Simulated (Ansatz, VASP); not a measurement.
**Two plane-wave programs on BAs**

```
B As
1.0
     0.00000    1.88544    1.88544
     1.88544    0.00000    1.88544
     1.88544    1.88544    0.00000
B As
1 1
Direct
  0.00000 0.00000 0.00000
  0.50000 0.50000 0.50000
```

Change from the starting cell: volume scaled by 0.55, PAW files.

Alike in both runs: task single point; functional r2SCAN; k mesh 15 × 15 × 15; occupations fermi-dirac, width 0.05 eV; no spin polarisation.

|  | VASP | Ansatz |
| --- | --- | --- |
| version | VASP 6.6.1 | Ansatz 0.2.0 |
| potentials or method | VASP PAW PBE potentials, release 64 (B, As) | PAW with Ansatz's default frozen-core files, scalar-relativistic |
| plane-wave cutoff (eV) | 520 | 500 |
| valence electrons in the cell | 8 | 18 |

|  | VASP | Ansatz | Ansatz less VASP |
| --- | --- | --- | --- |
| pressure (GPa) | 272.1 | 265.5 | -6.62 |

VASP's potentials were made for PBE, not for r2SCAN. Both programs put the cell under a high pressure, so it lies far from rest at this level. VASP's potentials hold 8 valence electrons a cell and Ansatz's 18, so a difference there can come from the potentials and not from the codes.

Noted on VASP's run: the cell as given lies far from equilibrium.
